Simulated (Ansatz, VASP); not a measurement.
One calculation of Sr, two programs

```xyz
1
Lattice="-2.4350 2.4350 2.4350 2.4350 -2.4350 2.4350 2.4350 2.4350 -2.4350" Properties=species:S:1:pos:R:3 pbc="T T T"
Sr    0.0000    0.0000    0.0000
```

Alike in both runs: task single point; functional SVWN5; k mesh 8 × 8 × 8; occupations fermi-dirac, width 0.05 eV; collinear spin.

```csv
,VASP,Ansatz
version,VASP 6.6.1,Ansatz 0.2.0
potentials or method,"VASP PAW PBE potentials, release 64 (Sr_sv), cutoff 520 eV","all-electron LAPW, scalar-relativistic"
```

```csv
,VASP,Ansatz,Ansatz less VASP
gap on the k mesh at the Fermi level (eV),none,none,-
pressure (GPa),-1.9,-1.9,0.00
net moment per atom (μB),0.00,0.00,-0.003
```

VASP's potentials were made for PBE, not for SVWN5. A gap of «none» marks a metal or a gap that the smearing closes. Ansatz ran all-electron here, and VASP with PAW potentials.
